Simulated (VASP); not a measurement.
# AlN (P6_3mc) in VASP: further runs

Runs on AlN. Level: PBEsol. Tasks: single point.

Program: VASP 6.6.1. These are calculated values, not measurements. Logs are shortened: lines on timing, memory, paths and dates and some standing lists are left out, and cuts for length are marked.

## Step 1: The cell of the first run

It takes space group P6_3mc (No. 186, hexagonal). The conventional cell has a = 3.112 Å, b = 3.112 Å, c = 4.982 Å, α = 90.00°, β = 90.00°, γ = 120.00°. Al (site symmetry 3m) has 4 N at 1.89 to 1.90 Å within 2.5 Å. Within 2.5 Å of N (site symmetry 3m) lie 4 Al at 1.89 to 1.90 Å.

## Step 2: Single point, PBEsol

The input, INCAR:

```
SYSTEM = AlN
  PREC = Accurate
  ENCUT = 520
  EDIFF = 1E-6
  ISMEAR = 0
  SIGMA = 0.1
  LREAL = .False.
  LASPH = .True.
  NELM = 100
  ALGO = Normal
  ISIF = 2
  LWAVE = .False.
  LCHARG = .True.
  GGA = PS
  LELF = .True.
  LVHAR = .True.
  NBANDS = 16
```

The input, KPOINTS:

```
regular mesh
0
Gamma
  6 6 4
  0 0 0
```

The input, POSCAR:

```
AlN
1.0
    3.1120000000      0.0000000000      0.0000000000
   -1.5560000000      2.6950710566      0.0000000000
    0.0000000000      0.0000000000      4.9820000000
Al N
2 2
Direct
    0.3333333333      0.6666666667      0.0000000000
    0.6666666667      0.3333333333      0.5000000000
    0.3333333333      0.6666666667      0.3820000000
    0.6666666667      0.3333333333      0.8820000000
```

Potentials or basis: VASP PAW PBE potentials, release 64 (Al, N).

Launch:

```console
cat potpaw_PBE.64/Al/POTCAR potpaw_PBE.64/N/POTCAR > POTCAR
mpirun -np 1 vasp_std > vasp.out
```

OUTCAR:

```text
SYSTEM = AlN
   PREC = Accurate
   ENCUT = 520
   EDIFF = 1E-6
   ISMEAR = 0
   LREAL = .False.
   LASPH = .True.
   NELM = 100
   ISIF = 2
   GGA = PS

 ion  position               nearest neighbor table
   1  0.333  0.667  0.000-   4 1.89   4 1.89   4 1.89   3 1.90   2 3.07   2 3.07   2 3.07   2 3.07
                             2 3.07   2 3.07
   2  0.667  0.333  0.500-   3 1.89   3 1.89   3 1.89   4 1.90   1 3.07   1 3.07   1 3.07   1 3.07
                             1 3.07   1 3.07
   3  0.333  0.667  0.382-   2 1.89   2 1.89   2 1.89   1 1.90
   4  0.667  0.333  0.882-   1 1.89   1 1.89   1 1.89   2 1.90

  LATTYP: Found a hexagonal cell.
 ALAT       =     3.1120000000
 C/A-ratio  =     1.6008997429

  Lattice vectors:

 A1 = (   3.1120000000,   0.0000000000,   0.0000000000)
 A2 = (  -1.5560000000,   2.6950710566,   0.0000000000)
 A3 = (   0.0000000000,   0.0000000000,   4.9820000000)

Analysis of symmetry for initial positions (statically):
=====================================================================
 Subroutine PRICEL returns:
 Original cell was already a primitive cell.

 Routine SETGRP: Setting up the symmetry group for a
 hexagonal supercell.

 Subroutine GETGRP returns: Found 12 space group operations
 (whereof  6 operations were pure point group operations)
 out of a pool of 24 trial point group operations.

The static configuration has the point symmetry C_3v.
 The point group associated with its full space group is C_6v.

Analysis of symmetry for dynamics (positions and initial velocities):
=====================================================================
 Subroutine PRICEL returns:
 Original cell was already a primitive cell.

 Routine SETGRP: Setting up the symmetry group for a
 hexagonal supercell.

 Subroutine GETGRP returns: Found 12 space group operations
 (whereof  6 operations were pure point group operations)
 out of a pool of 24 trial point group operations.

The dynamic configuration has the point symmetry C_3v.
 The point group associated with its full space group is C_6v.

 Subroutine INISYM returns: Found 12 space group operations
 (whereof  6 operations are pure point group operations),
 and found     1 'primitive' translations

----------------------------------------------------------------------------------------

                                     Primitive cell

  volume of cell :      41.7843

  direct lattice vectors                    reciprocal lattice vectors
     3.112000000  0.000000000  0.000000000     0.321336761  0.185523865  0.000000000
    -1.556000000  2.695071057  0.000000000     0.000000000  0.371047731  0.000000000
     0.000000000  0.000000000  4.982000000     0.000000000  0.000000000  0.200722601

  length of vectors
     3.112000000  3.112000000  4.982000000     0.371047731  0.371047731  0.200722601

  position of ions in fractional coordinates (direct lattice)
     0.333333333  0.666666667  0.000000000
     0.666666667  0.333333333  0.500000000
     0.333333333  0.666666667  0.382000000
     0.666666667  0.333333333  0.882000000

  ion indices of the primitive-cell ions
   primitive index   ion index
                 1           1
                 2           2
                 3           3
                 4           4

----------------------------------------------------------------------------------------

 KPOINTS: regular mesh

Automatic generation of k-mesh.
 Grid dimensions read from file:
 generate k-points for:    6    6    4

 Generating k-lattice:

  Cartesian coordinates                     Fractional coordinates (reciprocal lattice)
     0.053556127  0.030920644  0.000000000     0.166666667  0.000000000  0.000000000
     0.000000000  0.061841288  0.000000000     0.000000000  0.166666667  0.000000000
     0.000000000  0.000000000  0.050180650     0.000000000  0.000000000  0.250000000

  Length of vectors
     0.061841288  0.061841288  0.050180650

  Shift w.r.t. Gamma in fractional coordinates (k-lattice)
     0.000000000  0.000000000  0.000000000

 Subroutine IBZKPT returns following result:
 ===========================================

 Found     21 irreducible k-points:

 Following reciprocal coordinates:
            Coordinates               Weight
  0.000000  0.000000  0.000000      1.000000
  0.166667 -0.000000  0.000000      6.000000
  0.333333 -0.000000  0.000000      6.000000
  0.500000 -0.000000  0.000000      3.000000
  0.166667  0.166667  0.000000      6.000000
  0.333333  0.166667  0.000000     12.000000
[... 13 lines left out ...]
  0.333333  0.166667  0.500000     12.000000
  0.333333  0.333333  0.500000      2.000000
   k-points           NKPTS =     21   k-points in BZ     NKDIM =     21   number of bands    NBANDS=     16
   number of dos      NEDOS =    301   number of ions     NIONS =      4
   total plane-waves  NPLWV =  23040
   dimension x,y,z NGX =    24 NGY =   24 NGZ =   40
   dimension x,y,z NGXF=    48 NGYF=   48 NGZF=   80
   ions per type =               2   2
   NGX,Y,Z   is equivalent  to a cutoff of  12.82, 12.82, 13.35 a.u.
   NGXF,Y,Z  is equivalent  to a cutoff of  25.64, 25.64, 26.70 a.u.
 SYSTEM =  AlN
   PREC   = accura    normal or accurate (medium, high low for compatibility)
   ISTART =      0    job   : 0-new  1-cont  2-samecut
   ICHARG =      2    charge: 1-file 2-atom 10-const
   ISPIN  =      1    spin polarized calculation?
   LNONCOLLINEAR =      F non collinear calculations
   LSORBIT =      F    spin-orbit coupling
   LASPH  =      T    aspherical Exc in radial PAW
   ENCUT  =  520.0 eV  38.22 Ry    6.18 a.u.   5.79  5.79  9.26*2*pi/ulx,y,z
   NELM   =    100;   NELMIN=  2; NELMDL= -5     # of ELM steps
   EDIFF  = 0.1E-05   stopping-criterion for ELM
   LREAL  =      F    real-space projection
   EDIFFG = 0.1E-04   stopping-criterion for IOM
   NSW    =      0    number of steps for IOM
   IBRION =     -1    ionic relax: 0-MD 1-quasi-New 2-CG
   NFREE  =      0    steps in history (QN), initial steepest desc. (CG)
   ISIF   =      2    stress and relaxation
   ISYM   =      2    0-nonsym 1-usesym 2-fastsym
   POTIM  = 0.5000    time-step for ionic-motion
   TEBEG  =    0.0;   TEEND  =   0.0 temperature during run
   PSTRESS=    0.0 pullay stress
   NELECT =      16.0000    total number of electrons
   NUPDOWN=      -1.0000    fix difference up-down
   EMIN   =  10.00;   EMAX   =-10.00  energy-range for DOS
   EFERMI =   0.00;   METHOD = LEGACY
   ISMEAR =     0;   SIGMA  =   0.10  broadening in eV -4-tet -1-fermi 0-gaus
   EFERMI_NEDOS =   21; number of points for ismear=-14 and -15
   IALGO  =     38    algorithm
   IMIX   =      4    mixing-type and parameters
     AMIX     =   0.40;   BMIX     =  1.00
     AMIX_MAG =   1.60;   BMIX_MAG =  1.00
  volume/ion in A,a.u.               =      10.45        70.49
  Fermi-wavevector in a.u.,A,eV,Ry     =   1.188804  2.246514 19.228506  1.413255
  Thomas-Fermi vector in A             =   2.324926
   LORBIT       =      0    0 simple, 1 ext, 2 COOP (PROOUT), +10 PAW based schemes
   GGA     = PS    functional components
   LHFCALC =     F    Hartree Fock is set to
   AEXX    =    0.0000 exact exchange contribution
   IVDW    =     0    specifies the selected vdW correction
   LEPSILON=     F    determine dielectric tensor
   LRPA    =     F    only Hartree local field effects (RPA)
 non-spin polarized calculation
 Gauss-broadening in eV      SIGMA  =   0.10
  energy-cutoff  :      520.00
  volume of cell :       41.78
 maximum number of plane-waves:      1152
 NGX is ok and might be reduce to    24
   NGX = 11   NGY = 11   NGZ = 19

 number of electron      15.9999997 magnetization

 Free energy of the ion-electron system (eV)
  ---------------------------------------------------
  ext. energy  EPLUGINS =         0.00000000
  ---------------------------------------------------
  free energy    TOTEN  =       -31.31089335 eV

  energy without entropy =      -31.31089335  energy(sigma->0) =      -31.31089335

 E-fermi :   6.4844     XC(G=0): -11.1056

 val. band max:        6.0653737337   @ k =   0.0000   0.0000   0.0000
 cond. band min:      10.1889894830   @ k =   0.0000   0.0000   0.0000
 fundamental gap:      4.1236157493
 Fermi energy:         6.4844318484

 k-point     1 :       0.0000    0.0000    0.0000
  band No.  band energies     occupation
      1      -9.1047      2.00000
      2      -6.9213      2.00000
      3       0.0079      2.00000
      4       5.1880      2.00000
      5       5.1880      2.00000
      6       5.8419      2.00000
[... 8 lines left out ...]
     15      19.0995      0.00000
     16      19.0995      0.00000

 k-point     2 :       0.1667   -0.0000    0.0000
  band No.  band energies     occupation
      1      -8.7541      2.00000
      2      -6.7308      2.00000
      3       0.4268      2.00000
      4       3.7533      2.00000
      5       4.5442      2.00000
      6       4.7918      2.00000
[... 8 lines left out ...]
     15      18.3168      0.00000
     16      18.7360      0.00000

 k-point     3 :       0.3333   -0.0000    0.0000
  band No.  band energies     occupation
      1      -7.8463      2.00000
      2      -6.3924      2.00000
      3       1.5142      2.00000
      4       1.5841      2.00000
      5       2.7097      2.00000
      6       4.1976      2.00000
[... 8 lines left out ...]
     15      18.0570      0.00000
     16      20.3384      0.00000

 k-point     4 :       0.5000   -0.0000    0.0000
  band No.  band energies     occupation
      1      -7.1068      2.00000
      2      -6.4014      2.00000
      3       0.5562      2.00000
      4       1.8604      2.00000
      5       2.6849      2.00000
      6       3.9503      2.00000
[... 8 lines left out ...]
     15      18.7464      0.00000
     16      21.0805      0.00000

 k-point     5 :       0.1667    0.1667    0.0000
  band No.  band energies     occupation
      1      -8.1184      2.00000
      2      -6.4589      2.00000
      3       1.2179      2.00000
      4       2.6429      2.00000
      5       2.6469      2.00000
      6       4.3462      2.00000
[... 8 lines left out ...]
     15      18.5344      0.00000
     16      19.9668      0.00000

 k-point     6 :       0.3333    0.1667    0.0000
  band No.  band energies     occupation
      1      -7.1837      2.00000
      2      -6.3353      2.00000
      3       1.0497      2.00000
      4       2.1018      2.00000
      5       2.5355      2.00000
      6       3.2444      2.00000
[... 8 lines left out ...]
     15      18.4031      0.00000
     16      20.6698      0.00000
[... 210 lines left out ...]
 k-point    18 :       0.5000   -0.0000    0.5000
  band No.  band energies     occupation
      1      -6.7268      2.00000
      2      -6.7268      2.00000
      3       0.4056      2.00000
      4       0.4056      2.00000
      5       4.5790      2.00000
      6       4.5790      2.00000
[... 8 lines left out ...]
     15      19.2118      0.00000
     16      19.2118      0.00000

 k-point    19 :       0.1667    0.1667    0.5000
  band No.  band energies     occupation
      1      -7.3844      2.00000
      2      -7.3844      2.00000
      3       1.8139      2.00000
      4       1.8139      2.00000
      5       4.2044      2.00000
      6       4.2044      2.00000
[... 8 lines left out ...]
     15      18.8892      0.00000
     16      18.8892      0.00000

 k-point    20 :       0.3333    0.1667    0.5000
  band No.  band energies     occupation
      1      -6.7479      2.00000
      2      -6.7479      2.00000
      3       0.8570      2.00000
      4       0.8570      2.00000
      5       3.3987      2.00000
      6       3.3987      2.00000
[... 8 lines left out ...]
     15      19.4006      0.00000
     16      19.4006      0.00000

 k-point    21 :       0.3333    0.3333    0.5000
  band No.  band energies     occupation
      1      -6.5173      2.00000
      2      -6.5173      2.00000
      3       1.1846      2.00000
      4       1.1846      2.00000
      5       2.1420      2.00000
      6       2.1420      2.00000
[... 8 lines left out ...]
     15      19.7327      0.00000
     16      19.7327      0.00000

------------------------ aborting loop because EDIFF is reached ----------------------------------------

  FORCE on cell =-STRESS in cart. coord.  units (eV):
  Direction    XX          YY          ZZ          XY          YZ          ZX
  --------------------------------------------------------------------------------------
  -------------------------------------------------------------------------------------
  Total        0.0740215      0.0740215      0.0333100      0.0000000      0.0000000     -0.0000000
  in kB        2.8382790      2.8382790      1.2772388      0.0000000      0.0000000     -0.0000000
  external PRESSURE =       2.3179323 kB  Pullay stress =       0.0000000 kB

 VOLUME and BASIS-vectors are now :
 -----------------------------------------------------------------------------
  energy-cutoff  :      520.00
  volume of cell :       41.78
      direct lattice vectors                 reciprocal lattice vectors
     3.112000000  0.000000000  0.000000000     0.321336761  0.185523865  0.000000000
    -1.556000000  2.695071057  0.000000000     0.000000000  0.371047731  0.000000000
     0.000000000  0.000000000  4.982000000     0.000000000  0.000000000  0.200722601

 POSITION                                       TOTAL-FORCE (eV/Angst)
 -----------------------------------------------------------------------------------
     -0.00000      1.79671      0.00000         0.000000      0.000000      0.001955
      1.55600      0.89836      2.49100        -0.000000      0.000000      0.001955
     -0.00000      1.79671      1.90312         0.000000      0.000000     -0.001955
      1.55600      0.89836      4.39412        -0.000000      0.000000     -0.001955
 -----------------------------------------------------------------------------------
    total drift:                               -0.000000      0.000000      0.000673

  FREE ENERGIE OF THE ION-ELECTRON SYSTEM (eV)
  ---------------------------------------------------
  free  energy   TOTEN  =       -31.3108933458 eV

  energy  without entropy=      -31.3108933458  energy(sigma->0) =      -31.31089335
```

Run time: 9.6 s. Hardware: 1 thread of Intel Xeon 8259CL, shared host; peak memory 0.15 GiB.

Results:

| Item | Value |
| --- | --- |
| Free energy | -31.3109 eV |
| Pressure | 0.2 GPa |
| Band gap on the k mesh | 4.12 eV |

Levels at points of the mesh, in eV from the valence-band top:
| k point | band 4 | band 5 | band 6 | band 7 | band 8 | band 9 | band 10 | band 11 | band 12 | band 13 |
| --- | --- | --- | --- | --- | --- | --- | --- | --- | --- | --- |
| (0.00, 0.00, 0.00) | -0.88 | -0.88 | -0.22 | -0.22 | 0.00 | 4.12 | 6.56 | 10.50 | 11.03 | 11.03 |
| (0.50, 0.00, 0.00) | -4.21 | -3.38 | -2.12 | -1.81 | -0.70 | 5.67 | 5.67 | 8.08 | 10.16 | 10.79 |
| (0.00, 0.00, 0.50) | -3.36 | -0.56 | -0.56 | -0.56 | -0.56 | 6.38 | 6.38 | 10.21 | 10.21 | 11.35 |
| (0.50, 0.00, 0.50) | -5.66 | -1.49 | -1.49 | -1.38 | -1.38 | 5.17 | 5.17 | 9.13 | 9.13 | 11.73 |

Caveat: the PAW data sets were made with another functional, which shifts forces and pressure a little.

## Step 3: Single point, PBEsol

The input, INCAR:

```
  PREC = Accurate
  ENCUT = 520
  EDIFF = 1E-7
  ISMEAR = 0
  SIGMA = 0.02
  LREAL = False
  LASPH = True
  NELM = 60
  ALGO = Normal
  ISIF = 2
  LWAVE = False
  LCHARG = True
  GGA = PS
  LELF = True
  LVHAR = True
  NBANDS = 16
```

The input, KPOINTS:

```
regular mesh
0
Gamma
  12 12 8
```

The input, POSCAR:

```
AlN
1.0
    3.1135697640      0.0000000000      0.0000000000
   -1.5567848820      2.6964305121      0.0000000000
    0.0000000000      0.0000000000      4.9831404555
Al N
2 2
Direct
    0.3333333333      0.6666666667     -0.0000054712
    0.6666666667      0.3333333333      0.4999945288
    0.3333333333      0.6666666667      0.3820054712
    0.6666666667      0.3333333333      0.8820054712
```

Potentials or basis: VASP PAW PBE potentials, release 64 (Al, N).

Launch:

```console
cat potpaw_PBE.64/Al/POTCAR potpaw_PBE.64/N/POTCAR > POTCAR
mpirun -np 1 vasp_std > vasp.out
```

It took 49 s on 1 thread of Intel Xeon 8259CL, shared host; peak memory 0.19 GiB.

It converged, with:

* Free energy: -31.3124 eV
* Pressure: 0.0 GPa
* Band gap on the k mesh: 4.11 eV

Levels at points of the mesh, in eV from the valence-band top:
```
           k point  band 5  band 6  band 7  band 8  band 9  band 10  band 11  band 12
(0.00, 0.00, 0.00)   -0.88   -0.22   -0.22    0.00    4.11     6.55    10.49    11.02
(0.50, 0.00, 0.00)   -3.38   -2.12   -1.81   -0.70    5.67     5.67     8.07    10.15
(0.00, 0.00, 0.50)   -0.56   -0.56   -0.56   -0.56    6.37     6.37    10.20    10.20
(0.50, 0.00, 0.50)   -1.49   -1.49   -1.38   -1.38    5.17     5.17     9.12     9.12
```

Caveat: the PAW data sets were made with another functional, which shifts forces and pressure a little. A k mesh can miss the band edges.

(Continued in part 2 of 3.)
